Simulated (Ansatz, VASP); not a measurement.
**Two plane-wave programs on Al**

```
Al
1.0
     0.00000    2.03235    2.03235
     2.03235    0.00000    2.03235
     2.03235    2.03235    0.00000
Al
1
Direct
  0.00000 0.00000 0.00000
```

Alike in both runs: task single point; functional RPBE; k mesh 13 × 13 × 13; occupations fermi-dirac, width 0.1 eV; non-collinear spin, spin-orbit coupling.

|  | VASP | Ansatz |
| --- | --- | --- |
| version | VASP 6.6.1 | Ansatz 0.2.0 |
| potentials or method | VASP PAW PBE potentials, release 64 (Al), cutoff 500 eV | plane waves (420 eV) with PAW, fully relativistic with spin-orbit coupling |
| valence electrons in the cell | 3 | 3 |

```tsv
	VASP	Ansatz	Ansatz less VASP
net moment per atom (μB)	0.00	0.00	0.000
```

VASP's potentials were made for PBE, not for RPBE.
